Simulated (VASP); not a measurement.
Runs of VASP 6.6.1 on WC. The structure is that of space group Fm-3m (No. 225), or close to it. The cells are those of the table. 

| cell | gap on the mesh (eV) | pressure (GPa) |
| --- | --- | --- |
| a = 3.191, b = 3.097 Å, angles 61.0, 58.1, 61.0°, 2 atoms | none | -15.8 |
| a = 3.051, b = 3.097 Å, angles 59.5, 61.0, 59.5°, 2 atoms | none | (b) |
| a = 3.144, b = 3.097 Å, angles 60.5, 59.0, 60.5°, 2 atoms | none | -8.7 |
| a = 3.120, b = 3.097 Å, angles 60.2, 59.5, 60.2°, 2 atoms | none | -4.2 |
| a = 3.074, b = 3.097 Å, angles 59.8, 60.5, 59.8°, 2 atoms | none | (a) |
| a = 3.168, b = 3.097 Å, angles 60.7, 58.5, 60.7°, 2 atoms | none | -12.5 |

Alike in all rows: task single point; level PBE; potentials or basis VASP PAW PBE potentials, release 64 (W_sv, C); no spin polarisation; k mesh 24 × 24 × 24; cutoff (eV) 520; smearing gaussian 0.15 eV.

**Question.** Estimate the missing entries.

**Answer.** (a) 6.9; (b) 13.7.

Caveats: spin-orbit coupling is left out, which moves the levels of the heavy elements.

A k mesh can miss the band edges, and the runs leave out spin-orbit coupling on W.

A gap of «none» marks levels without a gap at the run's occupations.
